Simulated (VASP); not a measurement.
# C (Fd-3m) in VASP: a series of runs, part 3 of 3

VASP 6.6.1.

## 6. Vibrations by perturbation theory, LDA

This run uses another cell than the first one, of 5.53 Å³/atom, 1.008 times its volume.

Contents of INCAR:

```
SYSTEM = C
PREC = Accurate
ENCUT = 520
EDIFF = 1E-8
ISMEAR = 0
SIGMA = 0.01
LREAL = .False.
LASPH = .True.
NELM = 80
ALGO = Normal
ISIF = 2
LWAVE = .False.
LCHARG = .False.
GGA = CA
IBRION = 8
NSW = 1
```

Contents of KPOINTS:

```
regular mesh
0
Gamma
  12 12 12
  0 0 0
```

Contents of POSCAR:

```
C
1.0
    1.7683944308      1.7683944308      0.0000000000
   -1.7683944308      1.7683944308      0.0000000000
    0.0000000000      1.7683944308      1.7683944308
C
2
Direct
    0.5000000000      0.5000000000      0.0000000000
    0.7500000000      0.2500000000      0.5000000000
```

Potentials or basis: VASP PAW LDA potentials, release 64 (C).

Run with:

```bash
$ cat potpaw_LDA.64/C/POTCAR > POTCAR
$ mpirun -np 1 vasp_std > vasp.out
```

OUTCAR:

```text
SYSTEM = C
   PREC = Accurate
   ENCUT = 520
   EDIFF = 1E-8
   ISMEAR = 0
   LREAL = .False.
   LASPH = .True.
   NELM = 80
   ISIF = 2
   GGA = CA
   IBRION = 8
   NSW = 1

 ion  position               nearest neighbor table
   1  0.500  0.500  0.000-   2 1.53   2 1.53   2 1.53   2 1.53
   2  0.750  0.250  0.500-   1 1.53   1 1.53   1 1.53   1 1.53

  LATTYP: Found a face centered cubic cell.
 ALAT       =     3.5367888616

  Lattice vectors:

 A1 = (   0.0000000000,   1.7683944308,   1.7683944308)
 A2 = (   1.7683944308,   0.0000000000,   1.7683944308)
 A3 = (   1.7683944308,   1.7683944308,   0.0000000000)

Analysis of symmetry for initial positions (statically):
=====================================================================
 Subroutine PRICEL returns:
 Original cell was already a primitive cell.

 Routine SETGRP: Setting up the symmetry group for a
 face centered cubic supercell.

 Subroutine GETGRP returns: Found 48 space group operations
 (whereof 24 operations were pure point group operations)
 out of a pool of 48 trial point group operations.

The static configuration has the point symmetry T_d .
 The point group associated with its full space group is O_h .

Analysis of symmetry for dynamics (positions and initial velocities):
=====================================================================
 Subroutine PRICEL returns:
 Original cell was already a primitive cell.

 Routine SETGRP: Setting up the symmetry group for a
 face centered cubic supercell.

 Subroutine GETGRP returns: Found 48 space group operations
[... 447 lines left out ...]
 -----------------------------------------------------------------------------------
      0.00000      1.76839      0.00000        -0.000000      0.000000      0.000000
      0.88420      2.65259      0.88420         0.000000     -0.000000      0.000000
 -----------------------------------------------------------------------------------
    total drift:                                0.000000     -0.000000      0.000000

  FREE ENERGIE OF THE ION-ELECTRON SYSTEM (eV)
  ---------------------------------------------------
  free  energy   TOTEN  =       -20.2454986962 eV

  energy  without entropy=      -20.2454986962  energy(sigma->0) =      -20.24549870

[... ionic steps 2 to 3 ...]

--------------------------------------- Ionic step        4  -------------------------------------------

 Free energy of the ion-electron system (eV)
  ---------------------------------------------------
  ---------------------------------------------------
  free energy    TOTEN  =        -0.11131605 eV

  energy without entropy =       -0.11131605

------------------------ aborting loop because EDIFF is reached ----------------------------------------

 INTERNAL STRAIN TENSOR  FOR ION    1  DIRECTION 1   (eV/Angst):
 -----------------------------------------------------------------------------
     0.01186  0.00000 -0.00000
     0.00000 -0.00685  4.04219
     0.00000  4.04219 -0.00685

 INTERNAL STRAIN TENSOR FOR ION    2 for displacements in x,y,z  (eV/Angst):
          X           Y           Z          XY          YZ          ZX
  --------------------------------------------------------------------------------
  x     0.00000     0.00000     0.00000     0.00000    -4.04219     0.00000
  y     0.00000     0.00000     0.00000     0.00000     0.00000    -4.04219
  z     0.00000     0.00000     0.00000    -4.04219     0.00000    -0.00000

 SECOND DERIVATIVES (NOT SYMMETRIZED)
 ------------------------------------
               1X          1Y          1Z          2X          2Y          2Z
  1X   -38.481296    0.000000    0.000000   38.481296    0.000000    0.000000
  1Y     0.000000  -38.481296    0.000000    0.000000   38.481296    0.000000
  1Z     0.000000    0.000000  -38.481296    0.000000    0.000000   38.481296
  2X    38.481296    0.000000    0.000000  -38.481296    0.000000    0.000000
  2Y     0.000000   38.481296    0.000000    0.000000  -38.481296    0.000000
  2Z     0.000000    0.000000   38.481296    0.000000    0.000000  -38.481296

 Eigenvectors and eigenvalues of the dynamical matrix
 ----------------------------------------------------

   1 f  =   39.573183 THz   248.645643 2PiTHz 1320.019305 cm-1   163.661462 meV
             X         Y         Z           dx          dy          dz
      0.000000  1.768394  0.000000     0.000000   -0.707107    0.000000
      0.884197  2.652592  0.884197     0.000000    0.707107    0.000000
[... 21 lines left out ...]
   6 f  =    0.000000 THz     0.000000 2PiTHz    0.000000 cm-1     0.000000 meV
             X         Y         Z           dx          dy          dz
      0.000000  1.768394  0.000000     0.000000    0.000000    0.707107
      0.884197  2.652592  0.884197     0.000000    0.000000    0.707107

--------------------------------------------------------------------------------------------------------

 ELASTIC MODULI CONTR FROM IONIC RELAXATION (kBar)
 Direction    XX          YY          ZZ          XY          YZ          ZX
 --------------------------------------------------------------------------------
 XX          -0.0000     -0.0000     -0.0000      0.0000     -0.0000      0.0000
 YY          -0.0000     -0.0000     -0.0000      0.0000      0.0000      0.0000
 ZZ          -0.0000     -0.0000     -0.0000     -0.0000      0.0000      0.0000
 XY           0.0000      0.0000     -0.0000    -61.5075      0.0000     -0.0000
 YZ          -0.0000      0.0000      0.0000      0.0000    -61.5075      0.0000
 ZX           0.0000      0.0000      0.0000     -0.0000      0.0000    -61.5075
 --------------------------------------------------------------------------------
```

OSZICAR:

```text
N       E                     dE             d eps       ncg     rms          rms(c)
DAV:   1    -0.473579745623E+01   -0.47358E+01   -0.51978E+03  1232   0.966E+02
DAV:   2    -0.210160612532E+02   -0.16280E+02   -0.15966E+02  1904   0.109E+02
DAV:   3    -0.211041167678E+02   -0.88056E-01   -0.88056E-01  1200   0.102E+01
DAV:   4    -0.211042538652E+02   -0.13710E-03   -0.13710E-03  1664   0.435E-01
[... 22 lines left out ...]
RMM:   7    -0.111315958604E+00    0.28600E-05    0.13796E-07  7379   0.498E-04    0.711E-05
RMM:   8    -0.111316275971E+00   -0.31737E-06   -0.80524E-08  7230   0.752E-05    0.162E-05
RMM:   9    -0.111316035311E+00    0.24066E-06    0.72827E-08  7561   0.282E-05    0.155E-06
RMM:  10    -0.111316046873E+00   -0.11562E-07    0.40428E-08  6718   0.273E-06    0.652E-07
RMM:  11    -0.111316051729E+00   -0.48556E-08   -0.43848E-08  4155   0.888E-07    0.735E-08
 Linear response finished
```

It took 41 s on 1 thread of Intel Xeon Platinum 8375C at 2.90GHz (Ice Lake), shared host; peak memory 0.16 GiB.

Results:

```yaml
Highest_phonon_frequency_at_Γ: 1320 cm⁻¹
```

Phonon frequencies in cm⁻¹ (negative: imaginary):
```
              q point           frequencies
(0.000, 0.000, 0.000)  0 0 0 1320 1320 1320
```
